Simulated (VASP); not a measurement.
# YbC (P-6m2) in VASP: further runs

Runs on YbC. Level: PBEsol. Tasks: single point.

All numbers are computed with VASP 6.6.1; they aren't measurements. Logs are shortened: lines on timing, memory, paths and dates and some standing lists are left out, and cuts for length are marked.

## (1) The cell of the first run

It takes space group P-6m2 (No. 187, hexagonal). The conventional cell has a = 3.331 Å, b = 3.331 Å, c = 2.996 Å, α = 90.00°, β = 90.00°, γ = 120.00°. Yb (site symmetry -6m2) has 6 C at 2.44 Å and 2 Yb at 3.00 Å within 3.2 Å. C (site symmetry -6m2) has 6 Yb at 2.44 Å and 2 C at 3.00 Å within 3.2 Å.

## (2) Single point, PBEsol, collinear spin (14.40 Å³/atom)

Input file INCAR:

```
SYSTEM = YbC
ALGO = Normal
EDIFF = 1E-7
ENCUT = 520
GGA = PS
ISIF = 2
ISMEAR = 0
ISPIN = 2
LASPH = .True.
LCHARG = .False.
LMAXMIX = 6
LORBIT = 11
LREAL = .False.
LWAVE = .False.
MAGMOM = 0.05 0
NBANDS = 25
NELM = 150
PREC = Accurate
SIGMA = 0.05
```

Input file KPOINTS:

```
k-points
0
Gamma
  12 12 10
  0 0 0
```

Input file POSCAR:

```
YbC
1.0
    3.3313111209      0.0000000000      0.0000000000
   -1.6656555604      2.8850000586      0.0000000000
    0.0000000000      0.0000000000      2.9959344300
Yb C
1 1
Direct
    0.0000000000      0.0000000000      0.0000000000
    0.6666666667      0.3333333333      0.5000000000
```

Potentials or basis: VASP PAW PBE potentials, release 64 (Yb, C).

Run with:

```sh
cat potpaw_PBE.64/Yb/POTCAR potpaw_PBE.64/C/POTCAR > POTCAR
mpirun -np 1 vasp_std > vasp.out
```

OUTCAR:

```text
SYSTEM = YbC
   EDIFF = 1E-7
   ENCUT = 520
   GGA = PS
   ISIF = 2
   ISMEAR = 0
   ISPIN = 2
   LASPH = .True.
   LORBIT = 11
   LREAL = .False.
   NELM = 150
   PREC = Accurate

 ion  position               nearest neighbor table
   1  0.000  0.000  0.000-   2 2.44   2 2.44   2 2.44   2 2.44   2 2.44   2 2.44
   2  0.667  0.333  0.500-   1 2.44   1 2.44   1 2.44   1 2.44   1 2.44   1 2.44

  LATTYP: Found a hexagonal cell.
 ALAT       =     3.3313111209
 C/A-ratio  =     0.8993259174

  Lattice vectors:

 A1 = (   3.3313111209,   0.0000000000,   0.0000000000)
 A2 = (  -1.6656555604,   2.8850000586,   0.0000000000)
 A3 = (   0.0000000000,   0.0000000000,   2.9959344300)

Analysis of symmetry for initial positions (statically):
=====================================================================
 Subroutine PRICEL returns:
 Original cell was already a primitive cell.

 Routine SETGRP: Setting up the symmetry group for a
 hexagonal supercell.

 Subroutine GETGRP returns: Found 12 space group operations
 (whereof 12 operations were pure point group operations)
 out of a pool of 24 trial point group operations.

The static configuration has the point symmetry D_3h.

Analysis of symmetry for dynamics (positions and initial velocities):
=====================================================================
 Subroutine PRICEL returns:
 Original cell was already a primitive cell.

 Routine SETGRP: Setting up the symmetry group for a
 hexagonal supercell.

 Subroutine GETGRP returns: Found 12 space group operations
 (whereof 12 operations were pure point group operations)
 out of a pool of 24 trial point group operations.

The dynamic configuration has the point symmetry D_3h.

Analysis of structural, dynamic, and magnetic symmetry:
=====================================================================
 Subroutine PRICEL returns:
 Original cell was already a primitive cell.

 Routine SETGRP: Setting up the symmetry group for a
 hexagonal supercell.

 Subroutine GETGRP returns: Found 12 space group operations
 (whereof 12 operations were pure point group operations)
 out of a pool of 24 trial point group operations.

The overall configuration has the point symmetry D_3h.

 Subroutine INISYM returns: Found 12 space group operations
 (whereof 12 operations are pure point group operations),
 and found     1 'primitive' translations

----------------------------------------------------------------------------------------

                                     Primitive cell

  volume of cell :      28.7934

  direct lattice vectors                    reciprocal lattice vectors
     3.331311121  0.000000000  0.000000000     0.300182110  0.173310222  0.000000000
    -1.665655560  2.885000059  0.000000000     0.000000000  0.346620444  0.000000000
     0.000000000  0.000000000  2.995934430     0.000000000  0.000000000  0.333785676

  length of vectors
     3.331311121  3.331311121  2.995934430     0.346620444  0.346620444  0.333785676

  position of ions in fractional coordinates (direct lattice)
     0.000000000  0.000000000  0.000000000
     0.666666667  0.333333333  0.500000000

  ion indices of the primitive-cell ions
   primitive index   ion index
                 1           1
                 2           2

----------------------------------------------------------------------------------------

 KPOINTS: k-points

Automatic generation of k-mesh.
 Grid dimensions read from file:
 generate k-points for:   12   12   10

 Generating k-lattice:

  Cartesian coordinates                     Fractional coordinates (reciprocal lattice)
     0.025015176  0.014442518  0.000000000     0.083333333  0.000000000  0.000000000
     0.000000000  0.028885037  0.000000000     0.000000000  0.083333333  0.000000000
     0.000000000  0.000000000  0.033378568     0.000000000  0.000000000  0.100000000

  Length of vectors
     0.028885037  0.028885037  0.033378568

  Shift w.r.t. Gamma in fractional coordinates (k-lattice)
     0.000000000  0.000000000  0.000000000

 Subroutine IBZKPT returns following result:
 ===========================================

 Found    114 irreducible k-points:

 Following reciprocal coordinates:
            Coordinates               Weight
  0.000000  0.000000  0.000000      1.000000
  0.083333  0.000000  0.000000      6.000000
  0.166667  0.000000  0.000000      6.000000
  0.250000  0.000000  0.000000      6.000000
  0.333333  0.000000  0.000000      6.000000
  0.416667  0.000000  0.000000      6.000000
[... 16 lines left out ...]
  0.250000  0.000000  0.100000     12.000000
  0.333333  0.000000  0.100000     12.000000
 [... further k-points ...]
   k-points           NKPTS =    114   k-points in BZ     NKDIM =    114   number of bands    NBANDS=     25
   number of dos      NEDOS =    301   number of ions     NIONS =      2
   total plane-waves  NPLWV =  18816
   dimension x,y,z NGX =    28 NGY =   28 NGZ =   24
   dimension x,y,z NGXF=    56 NGYF=   56 NGZF=   48
   ions per type =               1   1
   NGX,Y,Z   is equivalent  to a cutoff of  13.97, 13.97, 13.32 a.u.
   NGXF,Y,Z  is equivalent  to a cutoff of  27.95, 27.95, 26.64 a.u.
 SYSTEM =  YbC
   PREC   = accura    normal or accurate (medium, high low for compatibility)
   ISTART =      0    job   : 0-new  1-cont  2-samecut
   ICHARG =      2    charge: 1-file 2-atom 10-const
   ISPIN  =      2    spin polarized calculation?
   LNONCOLLINEAR =      F non collinear calculations
   LSORBIT =      F    spin-orbit coupling
   LASPH  =      T    aspherical Exc in radial PAW
   ENCUT  =  520.0 eV  38.22 Ry    6.18 a.u.   6.19  6.19  5.57*2*pi/ulx,y,z
   NELM   =    150;   NELMIN=  2; NELMDL= -5     # of ELM steps
   EDIFF  = 0.1E-06   stopping-criterion for ELM
   LREAL  =      F    real-space projection
   EDIFFG = 0.1E-05   stopping-criterion for IOM
   NSW    =      0    number of steps for IOM
   IBRION =     -1    ionic relax: 0-MD 1-quasi-New 2-CG
   NFREE  =      0    steps in history (QN), initial steepest desc. (CG)
   ISIF   =      2    stress and relaxation
   ISYM   =      2    0-nonsym 1-usesym 2-fastsym
   POTIM  = 0.5000    time-step for ionic-motion
   TEBEG  =    0.0;   TEEND  =   0.0 temperature during run
   PSTRESS=    0.0 pullay stress
   NELECT =      28.0000    total number of electrons
[... 15 lines left out ...]
   AEXX    =    0.0000 exact exchange contribution
   IVDW    =     0    specifies the selected vdW correction
   LEPSILON=     F    determine dielectric tensor
   LRPA    =     F    only Hartree local field effects (RPA)
 spin polarized calculation
 Gauss-broadening in eV      SIGMA  =   0.05
  energy-cutoff  :      520.00
  volume of cell :       28.79
 maximum number of plane-waves:       792
 NGX is ok and might be reduce to    28
   NGX = 13   NGY = 13   NGZ = 11

 number of electron      28.0000009 magnetization       0.0256266

 number of electron      28.0000010 magnetization      -0.0006879

 Free energy of the ion-electron system (eV)
  ---------------------------------------------------
  ext. energy  EPLUGINS =         0.00000000
  ---------------------------------------------------
  free energy    TOTEN  =       -12.30050822 eV

  energy without entropy =      -12.29678266  energy(sigma->0) =      -12.29864544

 E-fermi :   3.0965     XC(G=0): -12.2003

 val. band max:        3.0963049867   @ k =   0.0833   0.0833   0.0000
 cond. band min:       3.1013553843   @ k =   0.2500   0.0833   0.4000
 fundamental gap:      0.0050503976
 Fermi energy:         3.0965025808

 spin component 1

 k-point     1 :       0.0000    0.0000    0.0000
  band No.  band energies     occupation
      1     -47.9847      1.00000
      2     -19.8476      1.00000
      3     -19.8476      1.00000
      4     -19.6767      1.00000
      5      -7.8126      1.00000
      6       2.0184      1.00000
[... 17 lines left out ...]
     24      19.2464      0.00000
     25      22.6322      0.00000

 k-point     2 :       0.0833    0.0000    0.0000
  band No.  band energies     occupation
      1     -47.9815      1.00000
      2     -19.9109      1.00000
      3     -19.8605      1.00000
      4     -19.6697      1.00000
      5      -7.6746      1.00000
      6       1.8228      1.00000
[... 17 lines left out ...]
     24      19.6558      0.00000
     25      22.1315      0.00000

 k-point     3 :       0.1667    0.0000    0.0000
  band No.  band energies     occupation
      1     -47.9725      1.00000
      2     -20.0792      1.00000
      3     -19.8956      1.00000
      4     -19.6503      1.00000
      5      -7.2934      1.00000
      6       1.2530      1.00000
[... 552 lines left out ...]
 k-point    23 :       0.2500    0.0000    0.1000
  band No.  band energies     occupation
      1     -47.9524      1.00000
      2     -20.2799      1.00000
      3     -19.9283      1.00000
      4     -19.7585      1.00000
      5      -6.6121      1.00000
      6       0.6242      1.00000
[... 17 lines left out ...]
     24      20.8648      0.00000
     25      22.3204      0.00000

 k-point    24 :       0.3333    0.0000    0.1000
  band No.  band energies     occupation
      1     -47.9402      1.00000
      2     -20.4851      1.00000
      3     -19.9746      1.00000
      4     -19.7282      1.00000
      5      -6.0996      1.00000
      6       0.0238      1.00000
[... 17 lines left out ...]
     24      21.5854      0.00000
     25      22.5453      0.00000

 [... further k-points ...]

 spin component 2

 k-point     1 :       0.0000    0.0000    0.0000
  band No.  band energies     occupation
      1     -47.9849      1.00000
      2     -19.8477      1.00000
      3     -19.8477      1.00000
      4     -19.6769      1.00000
      5      -7.8130      1.00000
      6       2.0181      1.00000
[... 17 lines left out ...]
     24      19.2462      0.00000
     25      22.6321      0.00000

 k-point     2 :       0.0833    0.0000    0.0000
  band No.  band energies     occupation
      1     -47.9816      1.00000
      2     -19.9110      1.00000
      3     -19.8606      1.00000
      4     -19.6698      1.00000
      5      -7.6749      1.00000
      6       1.8225      1.00000
[... 17 lines left out ...]
     24      19.6556      0.00000
     25      22.1315      0.00000

 k-point     3 :       0.1667    0.0000    0.0000
  band No.  band energies     occupation
      1     -47.9727      1.00000
      2     -20.0793      1.00000
      3     -19.8957      1.00000
      4     -19.6504      1.00000
      5      -7.2938      1.00000
      6       1.2527      1.00000
[... 552 lines left out ...]
 k-point    23 :       0.2500    0.0000    0.1000
  band No.  band energies     occupation
      1     -47.9525      1.00000
      2     -20.2800      1.00000
      3     -19.9284      1.00000
      4     -19.7586      1.00000
      5      -6.6124      1.00000
      6       0.6239      1.00000
[... 17 lines left out ...]
     24      20.8645      0.00000
     25      22.3203      0.00000

 k-point    24 :       0.3333    0.0000    0.1000
  band No.  band energies     occupation
      1     -47.9403      1.00000
      2     -20.4852      1.00000
      3     -19.9747      1.00000
      4     -19.7283      1.00000
      5      -6.0999      1.00000
      6       0.0235      1.00000
[... 17 lines left out ...]
     24      21.5851      0.00000
     25      22.5451      0.00000

 [... further k-points ...]

------------------------ aborting loop because EDIFF is reached ----------------------------------------

  FORCE on cell =-STRESS in cart. coord.  units (eV):
  Direction    XX          YY          ZZ          XY          YZ          ZX
  --------------------------------------------------------------------------------------
  -------------------------------------------------------------------------------------
  Total        0.9923566      0.9923566      1.0044127      0.0000000     -0.0000000      0.0000000
  in kB       55.2185533     55.2185533     55.8894030      0.0000000     -0.0000000      0.0000000
  external PRESSURE =      55.4421699 kB  Pullay stress =       0.0000000 kB

 VOLUME and BASIS-vectors are now :
 -----------------------------------------------------------------------------
  energy-cutoff  :      520.00
  volume of cell :       28.79
      direct lattice vectors                 reciprocal lattice vectors
     3.331311121  0.000000000  0.000000000     0.300182110  0.173310222  0.000000000
    -1.665655560  2.885000059  0.000000000     0.000000000  0.346620444  0.000000000
     0.000000000  0.000000000  2.995934430     0.000000000  0.000000000  0.333785676

 POSITION                                       TOTAL-FORCE (eV/Angst)
 -----------------------------------------------------------------------------------
      0.00000      0.00000      0.00000         0.000000     -0.000000      0.000000
      1.66566      0.96167      1.49797        -0.000000      0.000000      0.000000
 -----------------------------------------------------------------------------------
    total drift:                               -0.000000      0.000000     -0.000000

  FREE ENERGIE OF THE ION-ELECTRON SYSTEM (eV)
  ---------------------------------------------------
  free  energy   TOTEN  =       -12.3005082243 eV

  energy  without entropy=      -12.2967826578  energy(sigma->0) =      -12.29864544

 total charge

# of ion       s       p       d       f       tot
--------------------------------------------------
    1        2.201   6.135   0.684  13.356  22.376
    2        0.917   1.348   0.000   0.000   2.264
--------------------------------------------------
tot          3.118   7.483   0.684  13.356  24.641

 magnetization (x)

# of ion       s       p       d       f       tot
--------------------------------------------------
    1        0.000  -0.000  -0.000  -0.000  -0.000
    2       -0.000  -0.000   0.000   0.000  -0.000
--------------------------------------------------
tot         -0.000  -0.000  -0.000  -0.000  -0.000
```

Wall time 18 min (1 thread of Oxide Virtual Turin-like, shared host); peak memory 0.25 GiB.

Results:

| Property | Result |
| --- | --- |
| Free energy | -12.3005 eV |
| Pressure | 5.5 GPa |
| Band gap on the k mesh | zero (filled and empty bands overlap) |
| Net moment | 0.00 μB per cell |
| Valence electrons inside the program's atomic spheres | Yb 22.38; C 2.26 |

Caveat: the cell stands under pressure; the PAW data sets were made with another functional, which shifts forces and pressure a little; spin-orbit coupling is left out, which moves the levels of the heavy elements.

## (3) Single point, PBEsol, collinear spin (14.70 Å³/atom)

This run uses another cell than the first one, of 14.70 Å³/atom.

Input file INCAR:

```
SYSTEM = YbC
  PREC = Accurate
  ENCUT = 520
  EDIFF = 1E-6
  ISMEAR = 0
  SIGMA = 0.05
  LREAL = .False.
  LASPH = .True.
  NELM = 150
  ALGO = Normal
  ISIF = 2
  LWAVE = .False.
  LCHARG = .True.
  ISPIN = 2
  MAGMOM = 0.05 0
  LORBIT = 11
  LMAXMIX = 6
  GGA = PS
  LELF = .True.
  LVHAR = .True.
  NBANDS = 25
```

Input file KPOINTS:

```
Automatic mesh
0
Gamma
  12 12 10
  0 0 0
```

Input file POSCAR:

```
YbC
1.0
    3.3564284933      0.0000000000      0.0000000000
   -1.6782142467      2.9067523412      0.0000000000
    0.0000000000      0.0000000000      3.0127475186
Yb C
1 1
Direct
    0.0000000000      0.0000000000      0.0000000000
    0.6666666667      0.3333333333      0.5000000000
```

Potentials or basis: VASP PAW PBE potentials, release 64 (Yb, C).

Run with:

```sh
cat potpaw_PBE.64/Yb/POTCAR potpaw_PBE.64/C/POTCAR > POTCAR
mpirun -np 1 vasp_std > vasp.out
```

Wall time 12 min (1 thread of Oxide Virtual Turin-like, shared host); peak memory 0.25 GiB.

The run converged. Its results:

- Free energy: -12.3154 eV
- Pressure: 3.4 GPa
- Band gap on the k mesh: zero (filled and empty bands overlap)
- Net moment: 0.00 μB per cell
- Valence electrons inside the program's atomic spheres: Yb 22.34; C 2.25

Stress tensor (GPa, compression positive):
```
3.30 0.00 0.00
0.00 3.30 0.00
0.00 0.00 3.48
```

Levels at points of the mesh, in eV from the Fermi level:
Spin up:
```csv
k point,band 10,band 11,band 12,band 13,band 14,band 15,band 16,band 17,band 18,band 19
"(0.00, 0.00, 0.00)",-0.73,-0.73,-0.54,-0.30,-0.30,0.99,2.03,5.23,7.92,7.92
"(0.50, 0.00, 0.00)",-0.74,-0.68,-0.61,-0.60,0.57,1.01,1.21,7.41,7.95,8.89
"(0.00, 0.00, 0.50)",-0.73,-0.63,-0.63,-0.54,0.72,0.72,4.50,4.50,6.56,6.56
"(0.50, 0.00, 0.50)",-0.70,-0.70,-0.62,-0.59,-0.57,-0.43,3.44,7.81,9.27,10.48
```
Spin down:
```csv
k point,band 12,band 13,band 14,band 15,band 16,band 17
"(0.00, 0.00, 0.00)",-0.54,-0.30,-0.30,0.99,2.03,5.23
"(0.50, 0.00, 0.00)",-0.61,-0.60,0.57,1.01,1.21,7.41
"(0.00, 0.00, 0.50)",-0.63,-0.54,0.72,0.72,4.50,4.50
"(0.50, 0.00, 0.50)",-0.62,-0.59,-0.57,-0.43,3.44,7.81
```

Caveat: the cell stands under pressure; the PAW data sets were made with another functional, which shifts forces and pressure a little; spin-orbit coupling is left out, which moves the levels of the heavy elements.

## (4) Single point, PBEsol, collinear spin (15.30 Å³/atom)

This run uses another cell than the first one, of 15.30 Å³/atom.

Input file INCAR:

```
ALGO = Normal
EDIFF = 1E-7
ENCUT = 520
GGA = PS
ISIF = 2
ISMEAR = 0
ISPIN = 2
LASPH = True
LCHARG = False
LMAXMIX = 6
LORBIT = 11
LREAL = False
LWAVE = False
MAGMOM = 0.05 0
NBANDS = 25
NELM = 150
PREC = Accurate
SIGMA = 0.05
```

Input file KPOINTS:

```
k-points
0
Gamma
  12 12 10
```

Input file POSCAR:

```
YbC
1.0
    3.3994918502      0.0000000000      0.0000000000
   -1.6997459251      2.9440463022      0.0000000000
    0.0000000000      0.0000000000      3.0567760591
Yb C
1 1
Direct
    0.0000000000      0.0000000000      0.0000000000
    0.6666666667      0.3333333333      0.5000000000
```

Run with:

```sh
cat potpaw_PBE.64/Yb/POTCAR potpaw_PBE.64/C/POTCAR > POTCAR
mpirun -np 1 vasp_std > vasp.out
```

Wall time 14 min (1 thread of Oxide Virtual Turin-like, shared host); peak memory 0.25 GiB.

Results (log left out):

| Quantity | Value |
| --- | --- |
| Free energy | -12.3195 eV |
| Pressure | -1.4 GPa |
| Band gap on the k mesh | zero (filled and empty bands overlap) |
| Net moment | 0.00 μB per cell |
| Valence electrons inside the program's atomic spheres | Yb 22.28; C 2.23 |

Stress tensor (GPa, compression positive):
```
-1.30  0.00  0.00
 0.00 -1.30  0.00
 0.00  0.00 -1.46
```

Levels at points of the mesh, in eV from the Fermi level:
Spin up:
| k point | band 12 | band 13 | band 14 | band 15 | band 16 | band 17 |
| --- | --- | --- | --- | --- | --- | --- |
| (0.00, 0.00, 0.00) | -0.52 | -0.23 | -0.23 | 1.09 | 1.94 | 4.96 |
| (0.50, 0.00, 0.00) | -0.59 | -0.57 | 0.58 | 0.96 | 1.29 | 7.24 |
| (0.00, 0.00, 0.50) | -0.60 | -0.52 | 0.73 | 0.73 | 4.48 | 4.48 |
| (0.50, 0.00, 0.50) | -0.59 | -0.56 | -0.55 | -0.44 | 3.33 | 7.55 |
Spin down:
| k point | band 12 | band 13 | band 14 | band 15 | band 16 | band 17 |
| --- | --- | --- | --- | --- | --- | --- |
| (0.00, 0.00, 0.00) | -0.52 | -0.23 | -0.23 | 1.09 | 1.93 | 4.96 |
| (0.50, 0.00, 0.00) | -0.59 | -0.57 | 0.58 | 0.96 | 1.29 | 7.24 |
| (0.00, 0.00, 0.50) | -0.60 | -0.52 | 0.73 | 0.73 | 4.48 | 4.48 |
| (0.50, 0.00, 0.50) | -0.59 | -0.56 | -0.55 | -0.44 | 3.32 | 7.55 |

Caveat: the PAW data sets were made with another functional, which shifts forces and pressure a little; spin-orbit coupling is left out, which moves the levels of the heavy elements.

## (5) Summary

```tsv
cell	gap on the mesh (eV)	pressure (GPa)	moment (μB)
a = 3.331, b = 3.331, c = 2.996 Å, angles 90.0, 90.0, 120.0°, 2 atoms	none	5.5	0.00
a = 3.356, b = 3.356, c = 3.013 Å, angles 90.0, 90.0, 120.0°, 2 atoms	none	3.4	0.00
a = 3.399, b = 3.399, c = 3.057 Å, angles 90.0, 90.0, 120.0°, 2 atoms	none	-1.4	0.00
```

Alike in all rows: task single point; level PBEsol; potentials or basis VASP PAW PBE potentials, release 64 (Yb, C); spin collinear; k mesh 12 × 12 × 10; cutoff (eV) 520; smearing gaussian 0.05 eV.

Caveats: the PAW data sets were made with another functional, which shifts forces and pressure a little; spin-orbit coupling is left out, which moves the levels of the heavy elements; the cell stands under pressure (at least some runs).

Total energies depend on the potentials used, so only differences within one code and one set of settings carry meaning.
